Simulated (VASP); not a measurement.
# WAu (F-43m) in VASP: notebook

Aim: see how the results for WAu move with the level of theory and the settings. Levels: r2SCAN, HSE06, B3LYP. Tasks: relaxation of cell and atoms, single point.

Program: VASP 6.6.1. These are calculated values, not measurements. Logs are shortened: lines on timing, memory, paths and dates and some standing lists are left out, and cuts for length are marked.

**1. The cell of the first run**

The structure is cubic, space group F-43m (No. 216). The conventional cell has a = 5.818 Å, b = 5.818 Å, c = 5.818 Å, α = 90.00°, β = 90.00°, γ = 90.00°. Within 3.3 Å of W (site symmetry -43m) lie 4 Au at 2.52 Å. Au (site symmetry -43m) has 4 W at 2.52 Å within 3.3 Å.

**2. Relaxation of cell and atoms, r2SCAN, target pressure 5 GPa, at which the enthalpy is minimised**

POSCAR reads:

```
WAu
1.0
    0.0000000000      2.9092100000      2.9092100000
    2.9092100000      0.0000000000      2.9092100000
    2.9092100000      2.9092100000      0.0000000000
W Au
1 1
Direct
    0.0000000000      0.0000000000      0.0000000000
    0.7500000000      0.7500000000      0.7500000000
```

INCAR.step1 reads:

```
SYSTEM = WAu
  ALGO = Normal
  EDIFF = 1E-4
  ENCUT = 600
  GGA = PE
  ISMEAR = -1
  LASPH = .True.
  LCHARG = .False.
  LREAL = .False.
  LWAVE = .True.
  NELM = 60
  PREC = Accurate
  SIGMA = 0.05
```

INCAR.step2 reads:

```
SYSTEM = WAu
  ALGO = Normal
  EDIFF = 1E-6
  EDIFFG = -0.01
  ENCUT = 600
  IBRION = 2
  ISIF = 3
  ISMEAR = -1
  ISTART = 1
  LASPH = .True.
  LCHARG = .False.
  LMIXTAU = .True.
  LREAL = .False.
  LWAVE = .False.
  METAGGA = R2SCAN
  NELM = 60
  NSW = 60
  PREC = Accurate
  PSTRESS = 50.0
  SIGMA = 0.05
```

KPOINTS reads:

```
k-points
0
Gamma
  8 8 8
  0 0 0
```

Potentials or basis: VASP PAW PBE potentials, release 64 (W_sv, Au).

The run is started by

```sh
cat potpaw_PBE.64/W_sv/POTCAR potpaw_PBE.64/Au/POTCAR > POTCAR
cp INCAR.step1 INCAR
mpirun -np 1 vasp_std > vasp.out
cp INCAR.step2 INCAR
mpirun -np 1 vasp_std > vasp.out
```

OUTCAR:

```text
SYSTEM = WAu
   EDIFF = 1E-6
   EDIFFG = -0.01
   ENCUT = 600
   IBRION = 2
   ISIF = 3
   ISMEAR = -1
   ISTART = 1
   LASPH = .True.
   LREAL = .False.
   METAGGA = R2SCAN
   NELM = 60
   NSW = 60
   PREC = Accurate
   PSTRESS = 50.0

 ion  position               nearest neighbor table
   1  0.000  0.000  0.000-   2 2.52   2 2.52   2 2.52   2 2.52
   2  0.750  0.750  0.750-   1 2.52   1 2.52   1 2.52   1 2.52

  LATTYP: Found a face centered cubic cell.
 ALAT       =     5.8184200000

  Lattice vectors:

 A1 = (   0.0000000000,   2.9092100000,   2.9092100000)
 A2 = (   2.9092100000,   0.0000000000,   2.9092100000)
 A3 = (   2.9092100000,   2.9092100000,   0.0000000000)

Analysis of symmetry for initial positions (statically):
=====================================================================
 Subroutine PRICEL returns:
 Original cell was already a primitive cell.

 Routine SETGRP: Setting up the symmetry group for a
 face centered cubic supercell.

 Subroutine GETGRP returns: Found 24 space group operations
 (whereof 24 operations were pure point group operations)
 out of a pool of 48 trial point group operations.

The static configuration has the point symmetry T_d .

Analysis of symmetry for dynamics (positions and initial velocities):
=====================================================================
 Subroutine PRICEL returns:
 Original cell was already a primitive cell.

 Routine SETGRP: Setting up the symmetry group for a
 face centered cubic supercell.

 Subroutine GETGRP returns: Found 24 space group operations
 (whereof 24 operations were pure point group operations)
 out of a pool of 48 trial point group operations.

The dynamic configuration has the point symmetry T_d .

 Subroutine INISYM returns: Found 24 space group operations
 (whereof 24 operations are pure point group operations),
 and found     1 'primitive' translations

----------------------------------------------------------------------------------------

                                     Primitive cell

  volume of cell :      49.2442

  direct lattice vectors                    reciprocal lattice vectors
     0.000000000  2.909210000  2.909210000    -0.171867964  0.171867964  0.171867964
     2.909210000  0.000000000  2.909210000     0.171867964 -0.171867964  0.171867964
     2.909210000  2.909210000  0.000000000     0.171867964  0.171867964 -0.171867964

  length of vectors
     4.114244238  4.114244238  4.114244238     0.297684046  0.297684046  0.297684046

  position of ions in fractional coordinates (direct lattice)
     0.000000000  0.000000000  0.000000000
     0.750000000  0.750000000  0.750000000

  ion indices of the primitive-cell ions
   primitive index   ion index
                 1           1
                 2           2

----------------------------------------------------------------------------------------

 KPOINTS: k-points

Automatic generation of k-mesh.
 Grid dimensions read from file:
 generate k-points for:    8    8    8

 Generating k-lattice:

  Cartesian coordinates                     Fractional coordinates (reciprocal lattice)
    -0.021483496  0.021483496  0.021483496     0.125000000  0.000000000  0.000000000
     0.021483496 -0.021483496  0.021483496     0.000000000  0.125000000  0.000000000
     0.021483496  0.021483496 -0.021483496     0.000000000  0.000000000  0.125000000

  Length of vectors
     0.037210506  0.037210506  0.037210506

  Shift w.r.t. Gamma in fractional coordinates (k-lattice)
     0.000000000  0.000000000  0.000000000

 Subroutine IBZKPT returns following result:
 ===========================================

 Found     29 irreducible k-points:

 Following reciprocal coordinates:
            Coordinates               Weight
  0.000000  0.000000  0.000000      1.000000
  0.125000  0.000000  0.000000      8.000000
  0.250000  0.000000  0.000000      8.000000
  0.375000  0.000000  0.000000      8.000000
  0.500000  0.000000  0.000000      4.000000
  0.125000  0.125000  0.000000      6.000000
[... 16 lines left out ...]
  0.500000  0.250000  0.125000     48.000000
 -0.375000  0.250000  0.125000     24.000000
 [... further k-points ...]
   k-points           NKPTS =     29   k-points in BZ     NKDIM =     29   number of bands    NBANDS=     16
   number of dos      NEDOS =    301   number of ions     NIONS =      2
   total plane-waves  NPLWV =  46656
   dimension x,y,z NGX =    36 NGY =   36 NGZ =   36
   dimension x,y,z NGXF=    72 NGYF=   72 NGZF=   72
   ions per type =               1   1
   NGX,Y,Z   is equivalent  to a cutoff of  14.55, 14.55, 14.55 a.u.
   NGXF,Y,Z  is equivalent  to a cutoff of  29.09, 29.09, 29.09 a.u.
 SYSTEM =  WAu
   PREC   = accura    normal or accurate (medium, high low for compatibility)
   ISTART =      1    job   : 0-new  1-cont  2-samecut
   ICHARG =      0    charge: 1-file 2-atom 10-const
   ISPIN  =      1    spin polarized calculation?
   LNONCOLLINEAR =      F non collinear calculations
   LSORBIT =      F    spin-orbit coupling
   LASPH  =      T    aspherical Exc in radial PAW
   ENCUT  =  600.0 eV  44.10 Ry    6.64 a.u.   8.22  8.22  8.22*2*pi/ulx,y,z
   NELM   =     60;   NELMIN=  2; NELMDL=  0     # of ELM steps
   EDIFF  = 0.1E-05   stopping-criterion for ELM
   LREAL  =      F    real-space projection
   EDIFFG = -.1E-01   stopping-criterion for IOM
   NSW    =     60    number of steps for IOM
   IBRION =      2    ionic relax: 0-MD 1-quasi-New 2-CG
   NFREE  =      1    steps in history (QN), initial steepest desc. (CG)
   ISIF   =      3    stress and relaxation
   ISYM   =      2    0-nonsym 1-usesym 2-fastsym
   POTIM  = 0.5000    time-step for ionic-motion
   TEBEG  =    0.0;   TEEND  =   0.0 temperature during run
   PSTRESS=   50.0 pullay stress
   NELECT =      25.0000    total number of electrons
   NUPDOWN=      -1.0000    fix difference up-down
   EMIN   =  10.00;   EMAX   =-10.00  energy-range for DOS
   EFERMI =   0.00;   METHOD = LEGACY
   ISMEAR =    -1;   SIGMA  =   0.05  broadening in eV -4-tet -1-fermi 0-gaus
   EFERMI_NEDOS =   21; number of points for ismear=-14 and -15
   IALGO  =     38    algorithm
   IMIX   =      4    mixing-type and parameters
     AMIX     =   0.40;   BMIX     =  1.00
     AMIX_MAG =   1.60;   BMIX_MAG =  1.00
  volume/ion in A,a.u.               =      24.62       166.16
  Fermi-wavevector in a.u.,A,eV,Ry     =   1.305980  2.467944 23.205866  1.705583
  Thomas-Fermi vector in A             =   2.436812
   LORBIT       =      0    0 simple, 1 ext, 2 COOP (PROOUT), +10 PAW based schemes
   METAGGA = R2SCAN    functional components
   LHFCALC =     F    Hartree Fock is set to
   AEXX    =    0.0000 exact exchange contribution
   IVDW    =     0    specifies the selected vdW correction
   LEPSILON=     F    determine dielectric tensor
   LRPA    =     F    only Hartree local field effects (RPA)
 conjugate gradient relaxation of ions
 non-spin polarized calculation
  energy-cutoff  :      600.00
  volume of cell :       49.24
 maximum number of plane-waves:      1676
 NGX is ok and might be reduce to    36
   NGX = 17   NGY = 17   NGZ = 17

--------------------------------------- Ionic step        1  -------------------------------------------

 number of electron      25.0000001 magnetization

 Free energy of the ion-electron system (eV)
  ---------------------------------------------------
  ext. energy  EPLUGINS =         0.00000000
  ---------------------------------------------------
  free energy    TOTEN  =       -97.90151869 eV

  energy without entropy =      -97.88223317  energy(sigma->0) =      -97.89187593

------------------------ aborting loop because EDIFF is reached ----------------------------------------

  FORCE on cell =-STRESS in cart. coord.  units (eV):
  Direction    XX          YY          ZZ          XY          YZ          ZX
  --------------------------------------------------------------------------------------
  -------------------------------------------------------------------------------------
  Total       -0.8830791     -0.8830791     -0.8830791      0.0000000      0.0000000      0.0000000
  in kB      -28.7312795    -28.7312795    -28.7312795      0.0000000      0.0000000      0.0000000
  external PRESSURE =     -78.7312795 kB  Pullay stress =      50.0000000 kB
[... 213 lines left out ...]
  enthalpy is  TOTEN    =       -96.4322631065 eV   P V=        1.4572250853

--------------------------------------- Ionic step        7  -------------------------------------------

 number of electron      25.0000000 magnetization

 Free energy of the ion-electron system (eV)
  ---------------------------------------------------
  ext. energy  EPLUGINS =         0.00000000
  ---------------------------------------------------
  free energy    TOTEN  =       -97.88779234 eV

  energy without entropy =      -97.86975158  energy(sigma->0) =      -97.87877196

 E-fermi :   6.0970     XC(G=0): -11.7329

 val. band max:        6.0681133446   @ k =  -0.3750   0.2500   0.1250
 cond. band min:       6.1286446853   @ k =   0.3750   0.2500   0.0000
 fundamental gap:      0.0605313407
 Fermi energy:         6.0970368916

 k-point     1 :       0.0000    0.0000    0.0000
  band No.  band energies     occupation
      1     -70.1154      2.00000
      2     -33.6899      2.00000
      3     -33.6899      2.00000
      4     -33.6899      2.00000
      5      -2.0637      2.00000
      6      -0.2268      2.00000
[... 8 lines left out ...]
     15       7.8990      0.00000
     16      15.3561      0.00000
[... 420 lines left out ...]
  band No.  band energies     occupation
      1     -70.1137      2.00000
      2     -33.7064      2.00000
      3     -33.6928      2.00000
      4     -33.6882      2.00000
      5      -0.6390      2.00000
      6      -0.4598      2.00000
[... 8 lines left out ...]
     15       8.0775      0.00000
     16       8.2516      0.00000

 [... further k-points ...]

------------------------ aborting loop because EDIFF is reached ----------------------------------------

  FORCE on cell =-STRESS in cart. coord.  units (eV):
  Direction    XX          YY          ZZ          XY          YZ          ZX
  --------------------------------------------------------------------------------------
  -------------------------------------------------------------------------------------
  Total        1.4548880      1.4548880      1.4548880      0.0000000      0.0000000      0.0000000
  in kB       49.9792017     49.9792017     49.9792017      0.0000000      0.0000000      0.0000000
  external PRESSURE =      -0.0207983 kB  Pullay stress =      50.0000000 kB
[... 17 lines left out ...]
  FREE ENERGIE OF THE ION-ELECTRON SYSTEM (eV)
  ---------------------------------------------------
  free  energy   TOTEN  =       -97.8877923352 eV

  energy  without entropy=      -97.8697515752  energy(sigma->0) =      -97.87877196

  enthalpy is  TOTEN    =       -96.4322988685 eV   P V=        1.4554934667

 reached required accuracy - stopping structural energy minimisation
```

It took 8.3 min on 1 thread of Intel Xeon Platinum 8488C (Sapphire Rapids), shared host; peak memory 0.25 GiB.

Results:

```yaml
Free_energy: -97.8878 eV
Relaxed_volume: 23.32 Å³/atom
Relaxed_cell: a = 4.040 Å, b = 4.040 Å, c = 4.040 Å, α = 60.00°, β = 60.00°, γ = 60.00°
Space_group_after_relaxing_to_0.1_Å: F-43m (No. 216)
Energy_change_on_relaxing_the_run_minimises_the_enthalpy: +6.9 meV/atom
Ionic_steps: 7
Pressure_after_relaxing: 5.0 GPa
Band_gap_on_the_k_mesh: zero (an odd number of electrons rules out a gap without spin polarisation)
```

The path:
```
step  energy change (eV)  largest force (eV/Å)  pressure (GPa)  volume (Å³)
   1              0.0000                0.0000           -2.87        49.24
   2              0.6128                0.0000           32.85        41.11
   3              0.0103                0.0000            4.61        46.75
   4              0.0130                0.0000            4.93        46.66
   5              0.0146                0.0000            5.10        46.61
   6              0.0120                0.0000            4.81        46.69
   7              0.0137                0.0000            5.00        46.64
```

Final structure:
```cif
data_structure
_symmetry_space_group_name_H-M 'P 1'
_symmetry_Int_Tables_number 1
_cell_length_a 4.0404
_cell_length_b 4.0404
_cell_length_c 4.0404
_cell_angle_alpha 60.000
_cell_angle_beta 60.000
_cell_angle_gamma 60.000
_cell_volume 46.64
loop_
_atom_site_label
_atom_site_type_symbol
_atom_site_fract_x
_atom_site_fract_y
_atom_site_fract_z
_atom_site_occupancy
W1 W 0.00000 0.00000 0.00000 1
Au1 Au 0.75000 0.75000 0.75000 1
```

Caveat: the cell is relaxed towards a set pressure, so the run minimises the enthalpy, not the energy; the PAW data sets were made with another functional, which shifts forces and pressure a little; spin-orbit coupling is left out, which moves the levels of the heavy elements.

(Part 1 of 2 ends here.)
